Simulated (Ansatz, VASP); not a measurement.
**One calculation of GaN, two programs**

```xyz
4
Lattice="3.1831 -0.0796 0.0000 -1.6605 2.7964 0.0000 0.0000 0.0000 5.1836" Properties=species:S:1:pos:R:3 pbc="T T T"
Ga   -0.0459    1.8378    5.1790
Ga    1.5686    0.8791    2.5872
N    -0.0459    1.8378    1.9485
N     1.5686    0.8791    4.5403
```

Change from the starting cell: strain -0.0500 x Voigt [0, 0, 0, 0, 0, 1], atoms carried along.

Alike in both runs: task single point; functional r2SCAN; k mesh 12 × 12 × 6; occupations gaussian, width 0.05 eV; no spin polarisation.

|  | VASP | Ansatz |
| --- | --- | --- |
| version | VASP 6.6.1 | Ansatz 0.2.0 |
| potentials or method | VASP PAW PBE potentials, release 64 (Ga_d, N), cutoff 520 eV | scalar-relativistic, plane waves, PAW |
| valence electrons in the cell | 36 | 36 |

|  | VASP | Ansatz | Ansatz less VASP |
| --- | --- | --- | --- |
| gap on the k mesh at the Fermi level (eV) | 2.21 | 2.22 | +0.008 |
| least direct gap on the mesh (eV) | 2.21 | 2.22 | +0.008 |
| pressure (GPa) | 1.5 | 0.4 | -1.08 |
| traceless stress, the component that is largest in VASP (GPa) | 8.09 | 8.01 | -0.077 |
| rms of the force components (eV/Å) | 0.269 | 0.259 | -0.0104 |

VASP's potentials were made for PBE, not for r2SCAN. Atom by atom the forces differ by 0.011 eV/Å (rms over components).
